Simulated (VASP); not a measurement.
# Al2GaP2 (I4/mmm) in VASP: further runs

Al2GaP2 is run at these levels: PBE; tasks: single point, relaxation of cell and atoms.

All numbers are computed with VASP 6.6.1; they aren't measurements. Logs are shortened: lines on timing, memory, paths and dates and some standing lists are left out, and cuts for length are marked.

### 1 The cell of the first run

Symmetry: I4/mmm, No. 139, tetragonal system. The conventional cell has a = 3.569 Å, b = 3.569 Å, c = 12.867 Å, α = 90.00°, β = 90.00°, γ = 90.00°. Al (site symmetry -4m2) has 4 P at 2.22 Å and 4 Al at 2.52 Å within 2.9 Å. Within 4.2 Å of Ga (site symmetry 4/mmm) lie 8 P at 3.16 Å and 4 Ga at 3.57 Å and 8 Al at 3.68 Å. P (site symmetry 4mm) has 4 Al at 2.22 Å within 2.9 Å.

The cell was generated, and may not be a known phase.

### 2 Single point, PBE

File INCAR:

```
ALGO = Normal ; EDIFF = 1E-6
ENCUT = 520 ; GGA = PE
ISIF = 2 ; ISMEAR = 0
LASPH = True ; LCHARG = True
LELF = True ; LREAL = False
LVHAR = True ; LWAVE = False
NBANDS = 22 ; NELM = 100
PREC = Accurate ; SIGMA = 0.1
```

File KPOINTS:

```
k-points
0
Gamma
  6 6 6
```

File POSCAR:

```
Al2GaP2
1.0
   -1.7844744200      1.7844744200      6.4335393600
    1.7844744200     -1.7844744200      6.4335393600
    1.7844744200      1.7844744200     -6.4335393600
Al Ga P
2 1 2
Direct
    0.7500000000      0.2500000000      0.5000000000
    0.2500000000      0.7500000000      0.5000000000
    0.0000000000      0.0000000000      0.0000000000
    0.6479895700      0.6479895700      0.0000000000
    0.3520104300      0.3520104300      0.0000000000
```

Potentials or basis: VASP PAW PBE potentials, release 64 (Al, Ga_d, P).

Command:

```console
cat potpaw_PBE.64/Al/POTCAR potpaw_PBE.64/Ga_d/POTCAR potpaw_PBE.64/P/POTCAR > POTCAR
mpirun -np 1 vasp_std > vasp.out
```

OUTCAR:

```text
EDIFF = 1E-6
   ENCUT = 520
   GGA = PE
   ISIF = 2
   ISMEAR = 0
   LASPH = True
   LREAL = False
   NELM = 100
   PREC = Accurate

 ion  position               nearest neighbor table
   1  0.750  0.250  0.500-   5 2.22   4 2.22   5 2.22   4 2.22   2 2.52   2 2.52   2 2.52   2 2.52

   2  0.250  0.750  0.500-   5 2.22   4 2.22   5 2.22   4 2.22   1 2.52   1 2.52   1 2.52   1 2.52

   3  0.000  0.000  0.000-
   4  0.648  0.648  0.000-   2 2.22   1 2.22   1 2.22   2 2.22
   5  0.352  0.352  0.000-   2 2.22   1 2.22   1 2.22   2 2.22

  LATTYP: Found a body centered tetragonal cell.
 ALAT       =     3.5689488400
 C/A-ratio  =     3.6052852806

  Lattice vectors:

 A1 = (  -1.7844744200,   1.7844744200,   6.4335393600)
 A2 = (   1.7844744200,  -1.7844744200,   6.4335393600)
 A3 = (   1.7844744200,   1.7844744200,  -6.4335393600)

Analysis of symmetry for initial positions (statically):
=====================================================================
 Subroutine PRICEL returns:
 Original cell was already a primitive cell.

 Routine SETGRP: Setting up the symmetry group for a
 body centered tetragonal supercell.

 Subroutine GETGRP returns: Found 16 space group operations
 (whereof 16 operations were pure point group operations)
 out of a pool of 16 trial point group operations.

The static configuration has the point symmetry D_4h.

Analysis of symmetry for dynamics (positions and initial velocities):
=====================================================================
 Subroutine PRICEL returns:
 Original cell was already a primitive cell.

 Routine SETGRP: Setting up the symmetry group for a
 body centered tetragonal supercell.

 Subroutine GETGRP returns: Found 16 space group operations
 (whereof 16 operations were pure point group operations)
 out of a pool of 16 trial point group operations.

The dynamic configuration has the point symmetry D_4h.

 Subroutine INISYM returns: Found 16 space group operations
 (whereof 16 operations are pure point group operations),
 and found     1 'primitive' translations

----------------------------------------------------------------------------------------

                                     Primitive cell

  volume of cell :      81.9465

  direct lattice vectors                    reciprocal lattice vectors
    -1.784474420  1.784474420  6.433539360     0.000000000  0.280194546  0.077717718
     1.784474420 -1.784474420  6.433539360     0.280194546  0.000000000  0.077717718
     1.784474420  1.784474420 -6.433539360     0.280194546  0.280194546  0.000000000

  length of vectors
     6.910797827  6.910797827  6.910797827     0.290773154  0.290773154  0.396254927

  position of ions in fractional coordinates (direct lattice)
     0.750000000  0.250000000  0.500000000
     0.250000000  0.750000000  0.500000000
     0.000000000  0.000000000  0.000000000
     0.647989570  0.647989570  0.000000000
     0.352010430  0.352010430  0.000000000

  ion indices of the primitive-cell ions
   primitive index   ion index
                 1           1
                 2           2
                 3           3
                 4           4
                 5           5

----------------------------------------------------------------------------------------

 KPOINTS: k-points

Automatic generation of k-mesh.
 Grid dimensions read from file:
 generate k-points for:    6    6    6

 Generating k-lattice:

  Cartesian coordinates                     Fractional coordinates (reciprocal lattice)
     0.000000000  0.046699091  0.012952953     0.166666667  0.000000000 -0.000000000
     0.046699091  0.000000000  0.012952953     0.000000000  0.166666667 -0.000000000
     0.046699091  0.046699091  0.000000000     0.000000000  0.000000000  0.166666667

  Length of vectors
     0.048462192  0.048462192  0.066042488

  Shift w.r.t. Gamma in fractional coordinates (k-lattice)
     0.000000000  0.000000000  0.000000000

 Subroutine IBZKPT returns following result:
 ===========================================

 Found     30 irreducible k-points:

 Following reciprocal coordinates:
            Coordinates               Weight
  0.000000  0.000000  0.000000      1.000000
  0.166667 -0.000000  0.000000      8.000000
  0.333333 -0.000000  0.000000      8.000000
  0.500000 -0.000000  0.000000      4.000000
  0.166667  0.166667  0.000000      8.000000
  0.333333  0.166667  0.000000     16.000000
[... 16 lines left out ...]
 -0.333333 -0.333333  0.166667      8.000000
 -0.166667 -0.333333  0.166667      8.000000
 [... further k-points ...]
   k-points           NKPTS =     30   k-points in BZ     NKDIM =     30   number of bands    NBANDS=     22
   number of dos      NEDOS =    301   number of ions     NIONS =      5
   total plane-waves  NPLWV = 157464
   dimension x,y,z NGX =    54 NGY =   54 NGZ =   54
   dimension x,y,z NGXF=   108 NGYF=  108 NGZF=  108
   ions per type =               2   1   2
   NGX,Y,Z   is equivalent  to a cutoff of  12.99, 12.99, 12.99 a.u.
   NGXF,Y,Z  is equivalent  to a cutoff of  25.98, 25.98, 25.98 a.u.
 SYSTEM =  unknown system
   PREC   = accura    normal or accurate (medium, high low for compatibility)
   ISTART =      0    job   : 0-new  1-cont  2-samecut
   ICHARG =      2    charge: 1-file 2-atom 10-const
   ISPIN  =      1    spin polarized calculation?
   LNONCOLLINEAR =      F non collinear calculations
   LSORBIT =      F    spin-orbit coupling
   LASPH  =      T    aspherical Exc in radial PAW
   ENCUT  =  520.0 eV  38.22 Ry    6.18 a.u.  12.85 12.85 12.85*2*pi/ulx,y,z
   NELM   =    100;   NELMIN=  2; NELMDL= -5     # of ELM steps
   EDIFF  = 0.1E-05   stopping-criterion for ELM
   LREAL  =      F    real-space projection
[... 7 lines left out ...]
   TEBEG  =    0.0;   TEEND  =   0.0 temperature during run
   PSTRESS=    0.0 pullay stress
   NELECT =      29.0000    total number of electrons
   NUPDOWN=      -1.0000    fix difference up-down
   EMIN   =  10.00;   EMAX   =-10.00  energy-range for DOS
   EFERMI =   0.00;   METHOD = LEGACY
   ISMEAR =     0;   SIGMA  =   0.10  broadening in eV -4-tet -1-fermi 0-gaus
   EFERMI_NEDOS =   21; number of points for ismear=-14 and -15
   IALGO  =     38    algorithm
   IMIX   =      4    mixing-type and parameters
     AMIX     =   0.40;   BMIX     =  1.00
     AMIX_MAG =   1.60;   BMIX_MAG =  1.00
  volume/ion in A,a.u.               =      16.39       110.60
  Fermi-wavevector in a.u.,A,eV,Ry     =   1.157970  2.188246 18.243976  1.340894
  Thomas-Fermi vector in A             =   2.294577
   LORBIT       =      0    0 simple, 1 ext, 2 COOP (PROOUT), +10 PAW based schemes
   GGA     = PE    functional components
   LHFCALC =     F    Hartree Fock is set to
   AEXX    =    0.0000 exact exchange contribution
   IVDW    =     0    specifies the selected vdW correction
   LEPSILON=     F    determine dielectric tensor
   LRPA    =     F    only Hartree local field effects (RPA)
 non-spin polarized calculation
 Gauss-broadening in eV      SIGMA  =   0.10
  energy-cutoff  :      520.00
  volume of cell :       81.95
 maximum number of plane-waves:      2236
 NGX is ok and might be reduce to    54
   NGX = 25   NGY = 25   NGZ = 25

 number of electron      29.0000004 magnetization

 Free energy of the ion-electron system (eV)
  ---------------------------------------------------
  ext. energy  EPLUGINS =         0.00000000
  ---------------------------------------------------
  free energy    TOTEN  =       -19.67614444 eV

  energy without entropy =      -19.66069754  energy(sigma->0) =      -19.66842099

 E-fermi :   8.2420     XC(G=0): -10.4556

 val. band max:        8.2345907614   @ k =  -0.3333  -0.3333   0.3333
 cond. band min:       8.2702020706   @ k =  -0.3333   0.3333   0.1667
 fundamental gap:      0.0356113092
 Fermi energy:         8.2419742264

 k-point     1 :       0.0000    0.0000    0.0000
  band No.  band energies     occupation
      1      -7.2361      2.00000
      2      -7.1097      2.00000
      3      -7.0775      2.00000
      4      -7.0775      2.00000
      5      -7.0578      2.00000
      6      -7.0510      2.00000
[... 14 lines left out ...]
     21      12.3788      0.00000
     22      13.1638      0.00000

 k-point     2 :       0.1667   -0.0000    0.0000
  band No.  band energies     occupation
      1      -7.1258      2.00000
      2      -7.1001      2.00000
      3      -7.0880      2.00000
      4      -7.0767      2.00000
      5      -7.0555      2.00000
      6      -6.8870      2.00000
[... 14 lines left out ...]
     21      12.9446      0.00000
     22      13.0946      0.00000

 k-point     3 :       0.3333   -0.0000    0.0000
  band No.  band energies     occupation
      1      -7.1112      2.00000
      2      -7.1033      2.00000
      3      -7.0751      2.00000
      4      -7.0720      2.00000
      5      -7.0646      2.00000
      6      -6.1159      2.00000
[... 14 lines left out ...]
     21      13.0228      0.00000
     22      13.6803      0.00000

 k-point     4 :       0.5000   -0.0000    0.0000
  band No.  band energies     occupation
      1      -7.1202      2.00000
      2      -7.1018      2.00000
      3      -7.0743      2.00000
      4      -7.0691      2.00000
      5      -7.0588      2.00000
      6      -5.0524      2.00000
[... 14 lines left out ...]
     21      12.6830      0.00000
     22      13.6215      0.00000

 k-point     5 :       0.1667    0.1667    0.0000
  band No.  band energies     occupation
      1      -7.1065      2.00000
      2      -7.0906      2.00000
      3      -7.0902      2.00000
      4      -7.0829      2.00000
      5      -7.0622      2.00000
      6      -6.6157      2.00000
[... 417 lines left out ...]
 k-point    22 :      -0.1667    0.5000    0.1667
  band No.  band energies     occupation
      1      -7.1159      2.00000
      2      -7.1028      2.00000
      3      -7.0751      2.00000
      4      -7.0710      2.00000
      5      -7.0646      2.00000
      6      -6.0644      2.00000
[... 14 lines left out ...]
     21      12.8619      0.00000
     22      13.0608      0.00000

 k-point    23 :      -0.3333   -0.3333    0.1667
  band No.  band energies     occupation
      1      -7.1051      2.00000
      2      -7.0937      2.00000
      3      -7.0906      2.00000
      4      -7.0827      2.00000
      5      -7.0616      2.00000
      6      -6.5689      2.00000
[... 14 lines left out ...]
     21      12.3182      0.00000
     22      13.1825      0.00000

 k-point    24 :      -0.1667   -0.3333    0.1667
  band No.  band energies     occupation
      1      -7.1190      2.00000
      2      -7.1008      2.00000
      3      -7.0910      2.00000
      4      -7.0766      2.00000
      5      -7.0555      2.00000
      6      -6.8524      2.00000
[... 14 lines left out ...]
     21      12.5255      0.00000
     22      13.4447      0.00000

 [... further k-points ...]
[... 5 lines left out ...]
  --------------------------------------------------------------------------------------
  -------------------------------------------------------------------------------------
  Total       15.9457109     15.9457109     12.2236545      0.0000000     -0.0000000      0.0000000
  in kB      311.7624894    311.7624894    238.9907217      0.0000000     -0.0000000      0.0000000
  external PRESSURE =     287.5052335 kB  Pullay stress =       0.0000000 kB

 VOLUME and BASIS-vectors are now :
 -----------------------------------------------------------------------------
  energy-cutoff  :      520.00
  volume of cell :       81.95
      direct lattice vectors                 reciprocal lattice vectors
    -1.784474420  1.784474420  6.433539360     0.000000000  0.280194546  0.077717718
     1.784474420 -1.784474420  6.433539360     0.280194546  0.000000000  0.077717718
     1.784474420  1.784474420 -6.433539360     0.280194546  0.280194546  0.000000000

 POSITION                                       TOTAL-FORCE (eV/Angst)
 -----------------------------------------------------------------------------------
      0.00000      1.78447      3.21677        -0.000000     -0.000000      0.000000
      1.78447      0.00000      3.21677        -0.000000     -0.000000      0.000000
      0.00000      0.00000      0.00000        -0.000000     -0.000000      0.000000
      0.00000      0.00000      8.33773         0.000000      0.000000     -4.397859
      0.00000      0.00000      4.52935         0.000000      0.000000      4.397859
 -----------------------------------------------------------------------------------
    total drift:                                0.000000      0.000000      0.000000

  FREE ENERGIE OF THE ION-ELECTRON SYSTEM (eV)
  ---------------------------------------------------
  free  energy   TOTEN  =       -19.6761444418 eV

  energy  without entropy=      -19.6606975433  energy(sigma->0) =      -19.66842099
```

Run time: 9.4 min. Hardware: 1 thread of Intel Xeon 8259CL, shared host; peak memory 0.4 GiB.

Results:

```yaml
Free_energy: -19.6761 eV
Pressure: 28.8 GPa
Largest_force: 4.398 eV/Å
Band_gap_on_the_k_mesh: zero (an odd number of electrons rules out a gap without spin polarisation)
```

Forces on the atoms (eV/Å):
```
Al   0.000  0.000  0.000
Al   0.000  0.000  0.000
Ga   0.000  0.000  0.000
P    0.000  0.000 -4.398
P    0.000  0.000  4.398
```

Stress tensor (GPa, compression positive):
```
31.18  0.00  0.00
 0.00 31.18  0.00
 0.00  0.00 23.90
```

Levels at points of the mesh, in eV from the Fermi level:
| k point | band 11 | band 12 | band 13 | band 14 | band 15 | band 16 | band 17 | band 18 |
| --- | --- | --- | --- | --- | --- | --- | --- | --- |
| (0.00, 0.00, 0.00) | -4.03 | -2.65 | -2.55 | -2.55 | 0.08 | 0.36 | 1.99 | 3.60 |
| (0.50, 0.00, 0.00) | -4.83 | -3.37 | -3.33 | -2.53 | 0.69 | 1.56 | 1.97 | 2.70 |
| (0.50, 0.50, 0.00) | -5.42 | -5.17 | -4.57 | -4.12 | -1.29 | -0.46 | 0.58 | 0.74 |
| (0.50, 0.50, 0.50) | -5.14 | -2.29 | -2.29 | -1.64 | -0.11 | -0.03 | 1.33 | 2.31 |

Caveat: the stress differs along the axes, from 24 to 31 GPa; forces of over 1 eV/Å act on the atoms, so gaps and moduli don't describe the material at rest.

### 3 Single point, PBE

This run uses another cell than the first one, of 19.93 Å³/atom.

File INCAR:

```
PREC = Accurate ; ENCUT = 520
EDIFF = 1E-6 ; ISMEAR = 0
SIGMA = 0.1 ; LREAL = False
LASPH = True ; NELM = 80
ALGO = Normal ; ISIF = 2
LWAVE = False ; LCHARG = True
GGA = PE ; LELF = True
LVHAR = True ; NBANDS = 22
```

File KPOINTS:

```
regular mesh
0
Gamma
  6 6 6
```

File POSCAR:

```
Al2GaP2
1.0
   -1.9654325433      1.9654325433      6.4484919386
    1.9654325433     -1.9654325433      6.4484919386
    1.9654325433      1.9654325433     -6.4484919386
Al Ga P
2 1 2
Direct
    0.7500000000      0.2500000000      0.5000000000
    0.2500000000      0.7500000000      0.5000000000
    0.0000000000      0.0000000000      0.0000000000
    0.6366680315      0.6366680315      0.0000000000
    0.3633319685      0.3633319685      0.0000000000
```

Potentials or basis: VASP PAW PBE potentials, release 64 (Al, Ga_d, P).

Command:

```console
cat potpaw_PBE.64/Al/POTCAR potpaw_PBE.64/Ga_d/POTCAR potpaw_PBE.64/P/POTCAR > POTCAR
mpirun -np 1 vasp_std > vasp.out
```

Run time: 8.6 min. Hardware: 1 thread of Intel Xeon 8259CL, shared host; peak memory 0.42 GiB.

Results (log left out):

```yaml
Free_energy: -21.6552 eV
Pressure: 0.1 GPa
Largest_force: 0.023 eV/Å
Band_gap_on_the_k_mesh: zero (an odd number of electrons rules out a gap without spin polarisation)
```

Forces on the atoms (eV/Å):
```
Al   0.000  0.000  0.000
Al   0.000  0.000  0.000
Ga   0.000  0.000  0.000
P    0.000  0.000  0.023
P    0.000  0.000 -0.023
```

Stress tensor (GPa, compression positive):
```
 0.21  0.00  0.00
 0.00  0.21  0.00
 0.00  0.00 -0.05
```

Levels at points of the mesh, in eV from the Fermi level:
```tsv
k point	band 11	band 12	band 13	band 14	band 15	band 16	band 17	band 18
(0.00, 0.00, 0.00)	-3.53	-2.78	-2.40	-2.40	-0.52	0.29	1.84	3.44
(0.50, 0.00, 0.00)	-4.08	-2.92	-2.82	-1.92	0.20	1.34	2.14	2.20
(0.50, 0.50, 0.00)	-4.87	-4.23	-4.20	-3.82	-1.02	-0.07	1.00	1.16
(0.50, 0.50, 0.50)	-4.35	-1.99	-1.99	-1.39	-0.63	-0.25	0.38	1.96
```

[end of part 1 of 2]

The gap in the log of VASP goes by the Fermi energy; the results here count the filled bands.